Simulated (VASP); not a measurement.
# ZrC (Fm-3m) in VASP: notebook, part 2 of 2

VASP 6.6.1. Earlier steps stand in the parts before.

## Step 4: Single point, PBEsol (11.96 Å³/atom)

This run uses another cell than the first one, of 11.96 Å³/atom.

The input, INCAR:

```
ALGO = Normal
EDIFF = 1E-6
ENCUT = 520
GGA = PS
ISIF = 2
ISMEAR = 0
LASPH = True
LCHARG = False
LREAL = False
LWAVE = False
NBANDS = 15
NELM = 100
PREC = Accurate
SIGMA = 0.1
```

The input, KPOINTS:

```
k-points
0
Gamma
  16 16 16
```

The input, POSCAR:

```
ZrC
1.0
    0.0000000000      2.2869054346      2.2869054346
    2.2869054346      0.0000000000      2.2869054346
    2.2869054346      2.2869054346      0.0000000000
Zr C
1 1
Direct
    0.5000000000      0.5000000000      0.5000000000
    0.0000000000      0.0000000000      0.0000000000
```

Potentials or basis: VASP PAW PBE potentials, release 64 (Zr_sv, C).

The run is started by

```bash
$ cat potpaw_PBE.64/Zr_sv/POTCAR potpaw_PBE.64/C/POTCAR > POTCAR
$ mpirun -np 1 vasp_std > vasp.out
```

OUTCAR:

```text
EDIFF = 1E-6
   ENCUT = 520
   GGA = PS
   ISIF = 2
   ISMEAR = 0
   LASPH = True
   LREAL = False
   NELM = 100
   PREC = Accurate

 ion  position               nearest neighbor table
   1  0.500  0.500  0.500-   2 2.29   2 2.29   2 2.29   2 2.29   2 2.29   2 2.29
   2  0.000  0.000  0.000-   1 2.29   1 2.29   1 2.29   1 2.29   1 2.29   1 2.29

  LATTYP: Found a face centered cubic cell.
 ALAT       =     4.5738108692

  Lattice vectors:

 A1 = (   0.0000000000,   2.2869054346,   2.2869054346)
 A2 = (   2.2869054346,   0.0000000000,   2.2869054346)
 A3 = (   2.2869054346,   2.2869054346,   0.0000000000)

Analysis of symmetry for initial positions (statically):
=====================================================================
 Subroutine PRICEL returns:
 Original cell was already a primitive cell.

 Routine SETGRP: Setting up the symmetry group for a
 face centered cubic supercell.

 Subroutine GETGRP returns: Found 48 space group operations
 (whereof 48 operations were pure point group operations)
 out of a pool of 48 trial point group operations.

The static configuration has the point symmetry O_h .

Analysis of symmetry for dynamics (positions and initial velocities):
=====================================================================
 Subroutine PRICEL returns:
 Original cell was already a primitive cell.

 Routine SETGRP: Setting up the symmetry group for a
 face centered cubic supercell.

 Subroutine GETGRP returns: Found 48 space group operations
 (whereof 48 operations were pure point group operations)
 out of a pool of 48 trial point group operations.

The dynamic configuration has the point symmetry O_h .

 Subroutine INISYM returns: Found 48 space group operations
 (whereof 48 operations are pure point group operations),
 and found     1 'primitive' translations

----------------------------------------------------------------------------------------

                                     Primitive cell

  volume of cell :      23.9207

  direct lattice vectors                    reciprocal lattice vectors
     0.000000000  2.286905435  2.286905435    -0.218636063  0.218636063  0.218636063
     2.286905435  0.000000000  2.286905435     0.218636063 -0.218636063  0.218636063
     2.286905435  2.286905435  0.000000000     0.218636063  0.218636063 -0.218636063

  length of vectors
     3.234172681  3.234172681  3.234172681     0.378688769  0.378688769  0.378688769

  position of ions in fractional coordinates (direct lattice)
     0.500000000  0.500000000  0.500000000
     0.000000000  0.000000000  0.000000000

  ion indices of the primitive-cell ions
   primitive index   ion index
                 1           1
                 2           2

----------------------------------------------------------------------------------------

 KPOINTS: k-points

Automatic generation of k-mesh.
 Grid dimensions read from file:
 generate k-points for:   16   16   16

 Generating k-lattice:

  Cartesian coordinates                     Fractional coordinates (reciprocal lattice)
    -0.013664754  0.013664754  0.013664754     0.062500000  0.000000000  0.000000000
     0.013664754 -0.013664754  0.013664754     0.000000000  0.062500000  0.000000000
     0.013664754  0.013664754 -0.013664754     0.000000000  0.000000000  0.062500000

  Length of vectors
     0.023668048  0.023668048  0.023668048

[... 37 lines left out ...]
   total plane-waves  NPLWV =  13824
   dimension x,y,z NGX =    24 NGY =   24 NGZ =   24
   dimension x,y,z NGXF=    48 NGYF=   48 NGZF=   48
   ions per type =               1   1
   NGX,Y,Z   is equivalent  to a cutoff of  12.34, 12.34, 12.34 a.u.
   NGXF,Y,Z  is equivalent  to a cutoff of  24.67, 24.67, 24.67 a.u.
 SYSTEM =  unknown system
   PREC   = accura    normal or accurate (medium, high low for compatibility)
   ISTART =      0    job   : 0-new  1-cont  2-samecut
   ICHARG =      2    charge: 1-file 2-atom 10-const
   ISPIN  =      1    spin polarized calculation?
   LNONCOLLINEAR =      F non collinear calculations
   LSORBIT =      F    spin-orbit coupling
   LASPH  =      T    aspherical Exc in radial PAW
   ENCUT  =  520.0 eV  38.22 Ry    6.18 a.u.   6.01  6.01  6.01*2*pi/ulx,y,z
   NELM   =    100;   NELMIN=  2; NELMDL= -5     # of ELM steps
   EDIFF  = 0.1E-05   stopping-criterion for ELM
   LREAL  =      F    real-space projection
   EDIFFG = 0.1E-04   stopping-criterion for IOM
   NSW    =      0    number of steps for IOM
   IBRION =     -1    ionic relax: 0-MD 1-quasi-New 2-CG
   NFREE  =      0    steps in history (QN), initial steepest desc. (CG)
   ISIF   =      2    stress and relaxation
   ISYM   =      2    0-nonsym 1-usesym 2-fastsym
   POTIM  = 0.5000    time-step for ionic-motion
   TEBEG  =    0.0;   TEEND  =   0.0 temperature during run
   PSTRESS=    0.0 pullay stress
   NELECT =      16.0000    total number of electrons
   NUPDOWN=      -1.0000    fix difference up-down
   EMIN   =  10.00;   EMAX   =-10.00  energy-range for DOS
   EFERMI =   0.00;   METHOD = LEGACY
   ISMEAR =     0;   SIGMA  =   0.10  broadening in eV -4-tet -1-fermi 0-gaus
   EFERMI_NEDOS =   21; number of points for ismear=-14 and -15
   IALGO  =     38    algorithm
   IMIX   =      4    mixing-type and parameters
     AMIX     =   0.40;   BMIX     =  1.00
     AMIX_MAG =   1.60;   BMIX_MAG =  1.00
  volume/ion in A,a.u.               =      11.96        80.71
  Fermi-wavevector in a.u.,A,eV,Ry     =   1.431715  2.705549 27.889335  2.049808
  Thomas-Fermi vector in A             =   2.551421
   LORBIT       =      0    0 simple, 1 ext, 2 COOP (PROOUT), +10 PAW based schemes
   GGA     = PS    functional components
   LHFCALC =     F    Hartree Fock is set to
   AEXX    =    0.0000 exact exchange contribution
   IVDW    =     0    specifies the selected vdW correction
   LEPSILON=     F    determine dielectric tensor
   LRPA    =     F    only Hartree local field effects (RPA)
 non-spin polarized calculation
 Gauss-broadening in eV      SIGMA  =   0.10
  energy-cutoff  :      520.00
  volume of cell :       23.92
 maximum number of plane-waves:       660
   NGX = 13   NGY = 13   NGZ = 13

 number of electron      15.9999999 magnetization

 Free energy of the ion-electron system (eV)
  ---------------------------------------------------
  ext. energy  EPLUGINS =         0.00000000
  ---------------------------------------------------
  free energy    TOTEN  =       -20.49418357 eV

  energy without entropy =      -20.49276416  energy(sigma->0) =      -20.49347386

 E-fermi :  10.4558     XC(G=0): -12.6886

 val. band max:       10.4376468173   @ k =   0.3750   0.3125   0.0000
 cond. band min:      10.5571735328   @ k =   0.4375   0.4375   0.0000
 fundamental gap:      0.1195267155
 Fermi energy:        10.4558293013

 k-point     1 :       0.0000    0.0000    0.0000
  band No.  band energies     occupation
      1     -37.2043      2.00000
      2     -14.8787      2.00000
      3     -14.8787      2.00000
      4     -14.8787      2.00000
      5      -1.0931      2.00000
      6      11.4351      0.00000
      7      11.4351      0.00000
      8      11.4351      0.00000
      9      11.5394      0.00000
     10      11.5394      0.00000
     11      11.5394      0.00000
     12      13.5061      0.00000
     13      13.5061      0.00000
     14      18.7241      0.00000
[... 401 lines left out ...]
      2     -14.9949      2.00000
      3     -14.9088      2.00000
      4     -14.8802      2.00000
      5      -0.8216      2.00000
      6      10.0156      2.00000
      7      10.2220      1.99905
      8      10.3610      1.82022
      9      11.6972      0.00000
     10      12.3997      0.00000
     11      12.4788      0.00000
     12      14.1995      0.00000
     13      15.1239      0.00000
     14      19.2156      0.00000
     15      21.7135      0.00000

 [... further k-points ...]

------------------------ aborting loop because EDIFF is reached ----------------------------------------

  FORCE on cell =-STRESS in cart. coord.  units (eV):
  Direction    XX          YY          ZZ          XY          YZ          ZX
  --------------------------------------------------------------------------------------
  -------------------------------------------------------------------------------------
  Total        2.5289257      2.5289257      2.5289257     -0.0000000     -0.0000000      0.0000000
  in kB      169.3838668    169.3838668    169.3838668     -0.0000000     -0.0000000      0.0000000
  external PRESSURE =     169.3838668 kB  Pullay stress =       0.0000000 kB

 VOLUME and BASIS-vectors are now :
 -----------------------------------------------------------------------------
  energy-cutoff  :      520.00
  volume of cell :       23.92
      direct lattice vectors                 reciprocal lattice vectors
     0.000000000  2.286905435  2.286905435    -0.218636063  0.218636063  0.218636063
     2.286905435  0.000000000  2.286905435     0.218636063 -0.218636063  0.218636063
     2.286905435  2.286905435  0.000000000     0.218636063  0.218636063 -0.218636063

 POSITION                                       TOTAL-FORCE (eV/Angst)
 -----------------------------------------------------------------------------------
      2.28691      2.28691      2.28691         0.000000      0.000000      0.000000
      0.00000      0.00000      0.00000        -0.000000     -0.000000     -0.000000
 -----------------------------------------------------------------------------------
    total drift:                                0.000000     -0.000000      0.000000

  FREE ENERGIE OF THE ION-ELECTRON SYSTEM (eV)
  ---------------------------------------------------
  free  energy   TOTEN  =       -20.4941835681 eV

  energy  without entropy=      -20.4927641595  energy(sigma->0) =      -20.49347386
```

Run time: 43 s. Hardware: 1 thread of AMD EPYC 9R14 (Zen 4), shared host; peak memory 0.15 GiB.

Results:

```yaml
Free_energy: -20.4942 eV
Pressure: 16.9 GPa
Band_gap_on_the_k_mesh: zero (bands 8 and 9 overlap by 1.35 eV)
```

Caveat: the cell stands under pressure; the PAW data sets were made with another functional, which shifts forces and pressure a little.

## Step 5: Single point, PBEsol (12.34 Å³/atom)

This run uses another cell than the first one, of 12.34 Å³/atom.

The input, INCAR:

```
  ALGO = Normal
  EDIFF = 1E-7
  ENCUT = 520
  GGA = PS
  ISIF = 2
  ISMEAR = 0
  LASPH = True
  LCHARG = True
  LELF = True
  LREAL = False
  LVHAR = True
  LWAVE = False
  NBANDS = 15
  NELM = 100
  PREC = Accurate
  SIGMA = 0.1
```

KPOINTS is that of step 4.

The input, POSCAR:

```
ZrC
1.0
    0.0000000000      2.3109798925      2.3109798925
    2.3109798925      0.0000000000      2.3109798925
    2.3109798925      2.3109798925      0.0000000000
Zr C
1 1
Direct
    0.5000000000      0.5000000000      0.5000000000
    0.0000000000      0.0000000000      0.0000000000
```

The run is started by

```bash
$ cat potpaw_PBE.64/Zr_sv/POTCAR potpaw_PBE.64/C/POTCAR > POTCAR
$ mpirun -np 1 vasp_std > vasp.out
```

Wall time 48 s (1 thread of AMD EPYC 9R14 (Zen 4), shared host); peak memory 0.15 GiB.

Results (log left out):

```
Free energy            : -20.5536 eV
Pressure               : 8.0 GPa
Band gap on the k mesh : zero (bands 8 and 9 overlap by 1.34 eV)
```

Levels at points of the mesh, in eV from the Fermi level:
```
           k point  band 4  band 5  band 6  band 7  band 8  band 9  band 10  band 11  band 12  band 13
(0.00, 0.00, 0.00)  -25.47  -11.44    0.98    0.98    0.98    1.08     1.08     1.08     2.97     2.97
(0.50, 0.00, 0.00)  -25.57   -8.06   -5.52   -3.10   -3.10    4.79     4.79     5.67     6.71    10.81
(0.50, 0.50, 0.00)  -25.82  -10.30   -1.97   -1.95    0.14    0.14     4.75     6.06     6.06     8.71
```

Caveat: the cell stands under pressure; the PAW data sets were made with another functional, which shifts forces and pressure a little.

## Step 6: Summary

```csv
cell,gap on the mesh (eV),pressure (GPa)
"a = 3.164 Å, angles 60.0°, 2 atoms",none,39.4
"a = 3.199 Å, angles 60.0°, 2 atoms",none,27.3
"a = 3.234 Å, angles 60.0°, 2 atoms",none,16.9
"a = 3.268 Å, angles 60.0°, 2 atoms",none,8.0
```

Alike in all rows: task single point; level PBEsol; potentials or basis VASP PAW PBE potentials, release 64 (Zr_sv, C); no spin polarisation; k mesh 16 × 16 × 16; cutoff (eV) 520; smearing gaussian 0.1 eV.

Caveats: the cell stands under pressure; the PAW data sets were made with another functional, which shifts forces and pressure a little.

Total energies depend on the potentials used, so only differences within one code and one set of settings carry meaning.
